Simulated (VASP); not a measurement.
Input of a VASP 6.6.1 run:

The input INCAR:

```
ALGO = Normal ; EDIFF = 1E-6
ENCUT = 520 ; GGA = PS
ISIF = 2 ; ISMEAR = -1
LASPH = True ; LCHARG = True
LELF = True ; LREAL = False
LVHAR = True ; LWAVE = False
NBANDS = 21 ; NELM = 60
PREC = Accurate ; SIGMA = 0.05
```

Contents of KPOINTS:

```
k-points
0
Gamma
  8 8 8
```

The input POSCAR:

```
Ge
1.0
    0.0000000000      2.7322484766      2.7322484766
    2.7322484766      0.0000000000      2.7322484766
    2.7322484766      2.7322484766      0.0000000000
Ge
2
Direct
    0.7500000000      0.7500000000      0.7500000000
    0.5000000000      0.5000000000      0.5000000000
```

Potentials or basis: VASP PAW PBE potentials, release 64 (Ge_d).

Command:

```console
$ cat potpaw_PBE.64/Ge_d/POTCAR > POTCAR
$ mpirun -np 1 vasp_std > vasp.out
```

Q: Predict the band gap on the k mesh.

A: 0.34 eV, indirect (least direct gap 0.98 eV).

Q: Estimate the pressure.

A: 9.9 GPa.

Caveat: the PAW data sets were made with another functional, which shifts forces and pressure a little. A k mesh can miss the band edges.
